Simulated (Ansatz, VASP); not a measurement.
Two plane-wave programs on MoS2

```
Mo S
1.0
     1.59659    0.92179    6.76335
    -1.59659    0.92179    6.76335
     0.00000   -1.84358    6.76335
Mo S
1 2
Direct
  0.00000 0.00000 0.00000
  0.74471 0.74471 0.74471
  0.25529 0.25529 0.25529
```

Alike in both runs: functional PBE; k mesh 18 × 18 × 18; occupations gaussian, width 0.1 eV; no spin polarisation.

Ansatz relaxed the structure, and its values are those at the end. VASP's run is a single point on that final structure, the one shown.

|  | VASP | Ansatz |
| --- | --- | --- |
| version | VASP 6.6.1 | Ansatz 0.2.0 |
| potentials or method | VASP PAW PBE potentials, release 64 (Mo_sv, S), cutoff 520 eV | scalar-relativistic, plane waves, PAW |
| valence electrons in the cell | 26 | 26 |

|  | VASP | Ansatz | Ansatz less VASP |
| --- | --- | --- | --- |
| gap on the k mesh at the Fermi level (eV) | none | none | - |
| pressure (GPa) | -0.1 | 0.0 | +0.10 |
| rms of the force components (eV/Å) | 0.004 | 0.000 | -0.0039 |

A gap of «none» marks a metal or a gap that the smearing closes.
